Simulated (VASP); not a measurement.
# BN (F-43m) in VASP: a series of runs

The runs below take BN through single point, relaxation of cell and atoms, with PBE.

Program: VASP 6.6.1. These are calculated values, not measurements. Logs are shortened: lines on timing, memory, paths and dates and some standing lists are left out, and cuts for length are marked.

## (1) The cell of the first run

The structure is cubic, space group F-43m (No. 216). Conventional cell: a = 3.612 Å, b = 3.612 Å, c = 3.612 Å, α = 90.00°, β = 90.00°, γ = 90.00°. Within 2.1 Å of B (site symmetry -43m) lie 4 N at 1.56 Å. Within 2.1 Å of N (site symmetry -43m) lie 4 B at 1.56 Å.

## (2) Single point, PBE

INCAR

```
PREC = Accurate ; ENCUT = 600
EDIFF = 1E-6 ; ISMEAR = 0
SIGMA = 0.01 ; LREAL = False
LASPH = True ; NELM = 120
ALGO = Normal ; ISIF = 2
LWAVE = False ; LCHARG = False
GGA = PE ; NBANDS = 11
GGA_COMPAT = False
```

KPOINTS

```
Automatic mesh
0
Gamma
  12 12 12
```

POSCAR

```
BN
1.0
    0.0000000000      1.8059749950      1.8059749950
    1.8059749950      0.0000000000      1.8059749950
    1.8059749950      1.8059749950      0.0000000000
B N
1 1
Direct
    0.0000000000      0.0000000000      0.0000000000
    0.7500000000      0.7500000000      0.7500000000
```

Potentials or basis: VASP PAW PBE potentials, release 64 (B, N).

Command:

```console
cat potpaw_PBE.64/B/POTCAR potpaw_PBE.64/N/POTCAR > POTCAR
mpirun -np 1 vasp_std > vasp.out
```

OUTCAR:

```text
PREC = Accurate
   ENCUT = 600
   EDIFF = 1E-6
   ISMEAR = 0
   LREAL = False
   LASPH = True
   NELM = 120
   ISIF = 2
   GGA = PE

 ion  position               nearest neighbor table
   1  0.000  0.000  0.000-   2 1.56   2 1.56   2 1.56   2 1.56
   2  0.750  0.750  0.750-   1 1.56   1 1.56   1 1.56   1 1.56

  LATTYP: Found a face centered cubic cell.
 ALAT       =     3.6119499900

  Lattice vectors:

 A1 = (   0.0000000000,   1.8059749950,   1.8059749950)
 A2 = (   1.8059749950,   0.0000000000,   1.8059749950)
 A3 = (   1.8059749950,   1.8059749950,   0.0000000000)

Analysis of symmetry for initial positions (statically):
=====================================================================
 Subroutine PRICEL returns:
 Original cell was already a primitive cell.

 Routine SETGRP: Setting up the symmetry group for a
 face centered cubic supercell.

 Subroutine GETGRP returns: Found 24 space group operations
 (whereof 24 operations were pure point group operations)
 out of a pool of 48 trial point group operations.

The static configuration has the point symmetry T_d .

Analysis of symmetry for dynamics (positions and initial velocities):
=====================================================================
 Subroutine PRICEL returns:
 Original cell was already a primitive cell.

 Routine SETGRP: Setting up the symmetry group for a
 face centered cubic supercell.

 Subroutine GETGRP returns: Found 24 space group operations
 (whereof 24 operations were pure point group operations)
 out of a pool of 48 trial point group operations.

The dynamic configuration has the point symmetry T_d .

 Subroutine INISYM returns: Found 24 space group operations
 (whereof 24 operations are pure point group operations),
 and found     1 'primitive' translations

----------------------------------------------------------------------------------------

                                     Primitive cell

  volume of cell :      11.7805

  direct lattice vectors                    reciprocal lattice vectors
     0.000000000  1.805974995  1.805974995    -0.276858761  0.276858761  0.276858761
     1.805974995  0.000000000  1.805974995     0.276858761 -0.276858761  0.276858761
     1.805974995  1.805974995  0.000000000     0.276858761  0.276858761 -0.276858761

  length of vectors
     2.554034331  2.554034331  2.554034331     0.479533441  0.479533441  0.479533441

  position of ions in fractional coordinates (direct lattice)
     0.000000000  0.000000000  0.000000000
     0.750000000  0.750000000  0.750000000

  ion indices of the primitive-cell ions
   primitive index   ion index
                 1           1
                 2           2

----------------------------------------------------------------------------------------

 KPOINTS: Automatic mesh

Automatic generation of k-mesh.
 Grid dimensions read from file:
 generate k-points for:   12   12   12

 Generating k-lattice:

  Cartesian coordinates                     Fractional coordinates (reciprocal lattice)
    -0.023071563  0.023071563  0.023071563     0.083333333  0.000000000  0.000000000
     0.023071563 -0.023071563  0.023071563     0.000000000  0.083333333  0.000000000
     0.023071563  0.023071563 -0.023071563     0.000000000  0.000000000  0.083333333

  Length of vectors
     0.039961120  0.039961120  0.039961120

  Shift w.r.t. Gamma in fractional coordinates (k-lattice)
     0.000000000  0.000000000  0.000000000

 Subroutine IBZKPT returns following result:
 ===========================================

 Found     72 irreducible k-points:

 Following reciprocal coordinates:
            Coordinates               Weight
  0.000000  0.000000  0.000000      1.000000
  0.083333  0.000000  0.000000      8.000000
  0.166667  0.000000  0.000000      8.000000
  0.250000  0.000000  0.000000      8.000000
  0.333333  0.000000  0.000000      8.000000
  0.416667  0.000000  0.000000      8.000000
[... 16 lines left out ...]
  0.500000  0.166667  0.000000     24.000000
 -0.416667  0.166667  0.000000     24.000000
 [... further k-points ...]
   k-points           NKPTS =     72   k-points in BZ     NKDIM =     72   number of bands    NBANDS=     11
   number of dos      NEDOS =    301   number of ions     NIONS =      2
   total plane-waves  NPLWV =   8000
   dimension x,y,z NGX =    20 NGY =   20 NGZ =   20
   dimension x,y,z NGXF=    40 NGYF=   40 NGZF=   40
   ions per type =               1   1
   NGX,Y,Z   is equivalent  to a cutoff of  13.02, 13.02, 13.02 a.u.
   NGXF,Y,Z  is equivalent  to a cutoff of  26.04, 26.04, 26.04 a.u.
 SYSTEM =  unknown system
   PREC   = accura    normal or accurate (medium, high low for compatibility)
   ISTART =      0    job   : 0-new  1-cont  2-samecut
   ICHARG =      2    charge: 1-file 2-atom 10-const
   ISPIN  =      1    spin polarized calculation?
   LNONCOLLINEAR =      F non collinear calculations
   LSORBIT =      F    spin-orbit coupling
[... 36 lines left out ...]
  energy-cutoff  :      600.00
  volume of cell :       11.78
 maximum number of plane-waves:       411
   NGX = 11   NGY = 11   NGZ = 11

 number of electron       7.9999999 magnetization

 Free energy of the ion-electron system (eV)
  ---------------------------------------------------
  ext. energy  EPLUGINS =         0.00000000
  ---------------------------------------------------
  free energy    TOTEN  =       -17.45266192 eV

  energy without entropy =      -17.45266192  energy(sigma->0) =      -17.45266192

 E-fermi :   7.5350     XC(G=0): -12.8347

 val. band max:        7.4336863236   @ k =   0.0000   0.0000   0.0000
 cond. band min:      11.8958934526   @ k =   0.5000   0.5000   0.0000
 fundamental gap:      4.4622071289
 Fermi energy:         7.5350103333

 k-point     1 :       0.0000    0.0000    0.0000
  band No.  band energies     occupation
      1     -12.8259      2.00000
      2       7.4337      2.00000
      3       7.4337      2.00000
      4       7.4337      2.00000
      5      16.2656      0.00000
      6      16.2656      0.00000
      7      16.2656      0.00000
      8      17.8250      0.00000
      9      32.2338      0.00000
     10      35.2310      0.00000
     11      35.2310      0.00000

 k-point     2 :       0.0833    0.0000    0.0000
  band No.  band energies     occupation
      1     -12.6564      2.00000
      2       6.5201      2.00000
      3       7.2527      2.00000
      4       7.2527      2.00000
      5      16.4797      0.00000
      6      16.5407      0.00000
      7      16.5407      0.00000
      8      18.3852      0.00000
      9      32.0245      0.00000
     10      33.0182      0.00000
     11      33.0182      0.00000

 k-point     3 :       0.1667    0.0000    0.0000
  band No.  band energies     occupation
      1     -12.1547      2.00000
      2       4.4167      2.00000
      3       6.8119      2.00000
      4       6.8119      2.00000
      5      16.8009      0.00000
      6      17.1792      0.00000
      7      17.1792      0.00000
      8      19.7090      0.00000
      9      31.4601      0.00000
     10      31.4601      0.00000
     11      31.4644      0.00000

 k-point     4 :       0.2500    0.0000    0.0000
  band No.  band energies     occupation
      1     -11.3440      2.00000
      2       1.9456      2.00000
      3       6.3030      2.00000
      4       6.3030      2.00000
      5      17.1072      0.00000
      6      17.7885      0.00000
      7      17.7885      0.00000
      8      21.0382      0.00000
      9      30.9153      0.00000
     10      31.0569      0.00000
     11      31.0569      0.00000
[... 239 lines left out ...]
 k-point    22 :       0.4167    0.1667    0.0000
  band No.  band energies     occupation
      1      -9.3890      2.00000
      2      -0.7558      2.00000
      3       4.2931      2.00000
      4       4.4711      2.00000
      5      15.9525      0.00000
      6      19.8822      0.00000
      7      20.3386      0.00000
      8      21.2264      0.00000
      9      27.8562      0.00000
     10      33.7124      0.00000
     11      35.8834      0.00000

 k-point    23 :       0.5000    0.1667    0.0000
  band No.  band energies     occupation
      1      -8.4187      2.00000
      2      -2.3159      2.00000
      3       3.7057      2.00000
      4       4.5442      2.00000
      5      16.3072      0.00000
      6      19.8176      0.00000
      7      20.0930      0.00000
      8      22.5363      0.00000
      9      28.2311      0.00000
     10      33.8914      0.00000
     11      35.0873      0.00000

 k-point    24 :      -0.4167    0.1667    0.0000
  band No.  band energies     occupation
      1      -8.2329      2.00000
      2      -2.5855      2.00000
      3       3.3023      2.00000
      4       4.8602      2.00000
      5      16.7603      0.00000
      6      19.6719      0.00000
      7      19.6959      0.00000
      8      23.1569      0.00000
      9      28.5190      0.00000
     10      32.8156      0.00000
     11      34.1645      0.00000

 [... further k-points ...]

------------------------ aborting loop because EDIFF is reached ----------------------------------------

  FORCE on cell =-STRESS in cart. coord.  units (eV):
  Direction    XX          YY          ZZ          XY          YZ          ZX
  --------------------------------------------------------------------------------------
  -------------------------------------------------------------------------------------
  Total        0.2941095      0.2941095      0.2941095      0.0000000      0.0000000     -0.0000000
  in kB       39.9994854     39.9994854     39.9994854      0.0000000      0.0000000     -0.0000000
  external PRESSURE =      39.9994854 kB  Pullay stress =       0.0000000 kB

 VOLUME and BASIS-vectors are now :
 -----------------------------------------------------------------------------
  energy-cutoff  :      600.00
  volume of cell :       11.78
      direct lattice vectors                 reciprocal lattice vectors
     0.000000000  1.805974995  1.805974995    -0.276858761  0.276858761  0.276858761
     1.805974995  0.000000000  1.805974995     0.276858761 -0.276858761  0.276858761
     1.805974995  1.805974995  0.000000000     0.276858761  0.276858761 -0.276858761

 POSITION                                       TOTAL-FORCE (eV/Angst)
 -----------------------------------------------------------------------------------
      0.00000      0.00000      0.00000        -0.000000     -0.000000     -0.000000
      2.70896      2.70896      2.70896         0.000000      0.000000      0.000000
 -----------------------------------------------------------------------------------
    total drift:                               -0.000000     -0.000000     -0.000000

  FREE ENERGIE OF THE ION-ELECTRON SYSTEM (eV)
  ---------------------------------------------------
  free  energy   TOTEN  =       -17.4526619190 eV

  energy  without entropy=      -17.4526619190  energy(sigma->0) =      -17.45266192
```

Wall time 7.6 s (1 thread of Intel Xeon 6975P-C, shared host); peak memory 0.13 GiB.

Results:

```yaml
Free_energy: -17.4527 eV
Pressure: 4.0 GPa
Band_gap_on_the_k_mesh: 4.46 eV, indirect (least direct gap 8.83 eV)
```

## (3) Relaxation of cell and atoms, PBE, target pressure 4 GPa, at which the enthalpy is minimised

This run uses another cell than the first one, of 5.95 Å³/atom, 1.011 times its volume.

INCAR

```
PREC = Accurate
ENCUT = 600
EDIFF = 1E-7
ISMEAR = 0
SIGMA = 0.01
LREAL = False
LASPH = True
NELM = 120
ALGO = Normal
ISIF = 3
LWAVE = False
LCHARG = False
GGA = PE
IBRION = 2
NSW = 80
EDIFFG = -0.001
PSTRESS = 40.0
GGA_COMPAT = False
NELMIN = 4
```

KPOINTS is that of step 2.

POSCAR

```
BN
1.0
    0.0000000000      1.8123386229      1.8123386229
    1.8123386229      0.0000000000      1.8123386229
    1.8123386229      1.8123386229      0.0000000000
B N
1 1
Direct
    0.0000000000      0.0000000000      0.0000000000
    0.7500000000      0.7500000000      0.7500000000
```

Potentials or basis: VASP PAW PBE potentials, release 64 (B, N).

Command:

```console
cat potpaw_PBE.64/B/POTCAR potpaw_PBE.64/N/POTCAR > POTCAR
mpirun -np 1 vasp_std > vasp.out
```

Run time: 13 s. Hardware: 1 thread of Intel Xeon 6975P-C, shared host; peak memory 0.12 GiB.

It converged, with:

- Free energy: -17.4531 eV
- Relaxed volume: 5.89 Å³/atom
- Relaxed cell: a = 2.554 Å, b = 2.554 Å, c = 2.554 Å, α = 60.00°, β = 60.00°, γ = 60.00°
- Space group after relaxing (to 0.05 Å): F-43m (No. 216)
- Energy change on relaxing (the enthalpy is what falls): +0.8 meV/atom
- Ionic steps: 3
- Pressure after relaxing: 4.0 GPa
- Band gap on the k mesh: 4.46 eV, indirect (least direct gap 8.83 eV)

Step by step:
| step | energy change (eV) | largest force (eV/Å) | pressure (GPa) | volume (Å³) |
| --- | --- | --- | --- | --- |
| 1 | 0.0000 | 0.0000 | -0.04 | 11.91 |
| 2 | 0.0066 | 0.0000 | 8.43 | 11.65 |
| 3 | 0.0015 | 0.0000 | 4.00 | 11.78 |

Final structure:
```yaml
crystal:
  lattice:
    - [0.00000, 1.80594, 1.80594]
    - [1.80594, 0.00000, 1.80594]
    - [1.80594, 1.80594, 0.00000]
  atoms:
    - { symbol: B, position: [0.00000, 0.00000, 0.00000] }
    - { symbol: N, position: [0.75000, 0.75000, 0.75000] }
```

Levels at points of the mesh, in eV from the valence-band top:
| k point | band 2 | band 3 | band 4 | band 5 | band 6 | band 7 |
| --- | --- | --- | --- | --- | --- | --- |
| (0.00, 0.00, 0.00) | 0.00 | 0.00 | 0.00 | 8.83 | 8.83 | 8.83 |
| (0.50, 0.00, 0.00) | -10.71 | -1.95 | -1.95 | 10.18 | 10.72 | 10.72 |
| (0.50, 0.50, 0.00) | -8.93 | -4.92 | -4.92 | 4.46 | 9.25 | 17.96 |

Caveat: the cell is relaxed towards a set pressure, so the enthalpy falls and the energy may rise.

## (4) Single point, PBE

This run uses another cell than the first one, of 5.82 Å³/atom, 0.987 times its volume.

INCAR

```
ALGO     = Normal         # electronic algorithm
EDIFF    = 1E-6           # SCF threshold, eV
ENCUT    = 600            # plane-wave cutoff, eV
GGA      = PE             # functional
GGA_COMPAT= False        
ISIF     = 2              # what is computed and relaxed
ISMEAR   = 0              # smearing method
LASPH    = True           # aspherical terms in the spheres
LCHARG   = True           # write CHGCAR
LELF     = True           # ELF
LREAL    = False          # projectors in reciprocal space
LVHAR    = True         
LWAVE    = False          # write WAVECAR
NBANDS   = 11             # bands
NELM     = 120            # most SCF steps
PREC     = Accurate       # precision mode
SIGMA    = 0.01           # smearing width, eV
```

KPOINTS

```
k-points
0
Gamma
  12 12 12
```

POSCAR

```
BN
1.0
    0.0000000000      1.7983857217      1.7983857217
    1.7983857217      0.0000000000      1.7983857217
    1.7983857217      1.7983857217      0.0000000000
B N
1 1
Direct
    0.0000000000      0.0000000000      0.0000000000
    0.7500000000      0.7500000000      0.7500000000
```

Command:

```console
cat potpaw_PBE.64/B/POTCAR potpaw_PBE.64/N/POTCAR > POTCAR
mpirun -np 1 vasp_std > vasp.out
```

Wall time 7 s (1 thread of Intel Xeon Platinum 8488C (Sapphire Rapids), shared host); peak memory 0.12 GiB.

The run converged. Its results:

| Property | Result |
| --- | --- |
| Free energy | -17.4462 eV |
| Pressure | 9.0 GPa |
| Band gap on the k mesh | 4.48 eV, indirect (least direct gap 8.89 eV) |

Levels at points of the mesh, in eV from the valence-band top:
```tsv
k point	band 2	band 3	band 4	band 5	band 6	band 7
(0.00, 0.00, 0.00)	0.00	0.00	0.00	8.89	8.89	8.89
(0.50, 0.00, 0.00)	-10.83	-1.97	-1.97	10.34	10.79	10.79
(0.50, 0.50, 0.00)	-9.02	-4.98	-4.98	4.48	9.32	18.15
```

## (5) Relaxation of cell and atoms, PBE, target pressure 9 GPa, at which the enthalpy is minimised

This run uses another cell than the first one, of 5.95 Å³/atom, 1.011 times its volume.

INCAR

```
PREC = Accurate
ENCUT = 600
EDIFF = 1E-7
ISMEAR = 0
SIGMA = 0.01
LREAL = F
LASPH = T
NELM = 120
ALGO = Normal
ISIF = 3
LWAVE = F
LCHARG = F
GGA = PE
IBRION = 2
NSW = 80
EDIFFG = -0.001
PSTRESS = 90.0
GGA_COMPAT = F
NELMIN = 4
```

KPOINTS

```
Automatic mesh
0
Gamma
  12 12 12
```

POSCAR

```
BN
1.0
    0.0000000000      1.8123386232      1.8123386232
    1.8123386232      0.0000000000      1.8123386232
    1.8123386232      1.8123386232      0.0000000000
B N
1 1
Direct
    0.0000000000      0.0000000000      0.0000000000
    0.7500000000      0.7500000000      0.7500000000
```

Command:

```console
cat potpaw_PBE.64/B/POTCAR potpaw_PBE.64/N/POTCAR > POTCAR
mpirun -np 1 vasp_std > vasp.out
```

Wall time 17 s (1 thread of Intel Xeon Platinum 8488C (Sapphire Rapids), shared host); peak memory 0.12 GiB.

The run converged. Its results:

- Free energy: -17.4471 eV
- Relaxed volume: 5.82 Å³/atom
- Relaxed cell: a = 2.543 Å, b = 2.543 Å, c = 2.543 Å, α = 60.00°, β = 60.00°, γ = 60.00°
- Space group after relaxing (to 0.05 Å): F-43m (No. 216)
- Energy change on relaxing (the enthalpy is what falls): +3.7 meV/atom
- Ionic steps: 6
- Pressure after relaxing: 9.0 GPa
- Band gap on the k mesh: 4.48 eV, indirect (least direct gap 8.89 eV)

Step by step:
```
step  energy change (eV)  largest force (eV/Å)  pressure (GPa)  volume (Å³)
   1              0.0000                0.0000           -0.04        11.91
   2              0.0341                0.0000           19.98        11.34
   3              0.0074                0.0000            8.96        11.63
   4              0.0077                0.0000            9.15        11.63
   5              0.0073                0.0000            8.87        11.64
   6              0.0075                0.0000            9.00        11.63
```

Final structure:
```
B N
1.0
     0.00000    1.79838    1.79838
     1.79838    0.00000    1.79838
     1.79838    1.79838    0.00000
B N
1 1
Direct
  0.00000 0.00000 0.00000
  0.75000 0.75000 0.75000
```

Levels at points of the mesh, in eV from the valence-band top:
| k point | band 1 | band 2 | band 3 | band 4 | band 5 | band 6 | band 7 | band 8 |
| --- | --- | --- | --- | --- | --- | --- | --- | --- |
| (0.00, 0.00, 0.00) | -20.40 | 0.00 | 0.00 | 0.00 | 8.89 | 8.89 | 8.89 | 10.60 |
| (0.50, 0.00, 0.00) | -16.11 | -10.83 | -1.97 | -1.97 | 10.35 | 10.79 | 10.79 | 15.41 |
| (0.50, 0.50, 0.00) | -14.73 | -9.02 | -4.98 | -4.98 | 4.48 | 9.32 | 18.15 | 18.15 |

Caveat: the cell is relaxed towards a set pressure, so the enthalpy falls and the energy may rise. PBE gaps usually lie below the measured ones, often by a third to a half.

## (6) Single point, PBE

This run uses another cell than the first one, of 5.67 Å³/atom, 0.962 times its volume.

INCAR

```
SYSTEM = BN
  PREC = Accurate
  ENCUT = 600
  EDIFF = 1E-6
  ISMEAR = 0
  SIGMA = 0.01
  LREAL = .FALSE.
  LASPH = .TRUE.
  NELM = 120
  ALGO = Normal
  ISIF = 2
  LWAVE = .FALSE.
  LCHARG = .FALSE.
  GGA = PE
  NBANDS = 11
  GGA_COMPAT = .FALSE.
```

KPOINTS

```
regular mesh
0
G
  12 12 12
  0 0 0
```

POSCAR

```
BN
1.0
    0.0000000000      1.7828808593      1.7828808593
    1.7828808593      0.0000000000      1.7828808593
    1.7828808593      1.7828808593      0.0000000000
B N
1 1
Direct
    0.0000000000      0.0000000000      0.0000000000
    0.7500000000      0.7500000000      0.7500000000
```

Potentials or basis: VASP PAW PBE potentials, release 64 (B, N).

Command:

```console
cat potpaw_PBE.64/B/POTCAR potpaw_PBE.64/N/POTCAR > POTCAR
mpirun -np 1 vasp_std > vasp.out
```

Run time: 5.8 s. Hardware: 1 thread of Intel Xeon Platinum 8375C at 2.90GHz (Ice Lake), shared host; peak memory 0.12 GiB.

Results (log left out):

| Property | Result |
| --- | --- |
| Free energy | -17.4184 eV |
| Pressure | 20.1 GPa |
| Band gap on the k mesh | 4.50 eV, indirect (least direct gap 9.02 eV) |

Levels at points of the mesh, in eV from the valence-band top:
```
           k point  band 2  band 3  band 4  band 5  band 6  band 7
(0.00, 0.00, 0.00)    0.00    0.00    0.00    9.02    9.02    9.02
(0.50, 0.00, 0.00)  -11.08   -2.02   -2.02   10.69   10.93   10.93
(0.50, 0.50, 0.00)   -9.19   -5.11   -5.11    4.50    9.46   18.56
```

## (7) Summary

```tsv
task	cell	gap on the mesh (eV)	pressure (GPa)
single point	a = 2.554 Å, angles 60.0°, 2 atoms	4.46	4.0
relaxation of cell and atoms	relaxed to 4 GPa from a = 2.563 Å, angles 60.0°, 2 atoms	4.46	4.0
single point	a = 2.543 Å, angles 60.0°, 2 atoms	4.48	9.0
relaxation of cell and atoms	relaxed to 9 GPa from a = 2.563 Å, angles 60.0°, 2 atoms	4.48	9.0
single point	a = 2.521 Å, angles 60.0°, 2 atoms	4.50	20.1
```

Alike in all rows: level PBE; potentials or basis VASP PAW PBE potentials, release 64 (B, N); no spin polarisation; k mesh 12 × 12 × 12; cutoff (eV) 600; smearing gaussian 0.01 eV.

Caveats: the cell is relaxed towards a set pressure, so the enthalpy falls and the energy may rise (some runs).

Total energies depend on the potentials used, so only differences within one code and one set of settings carry meaning.
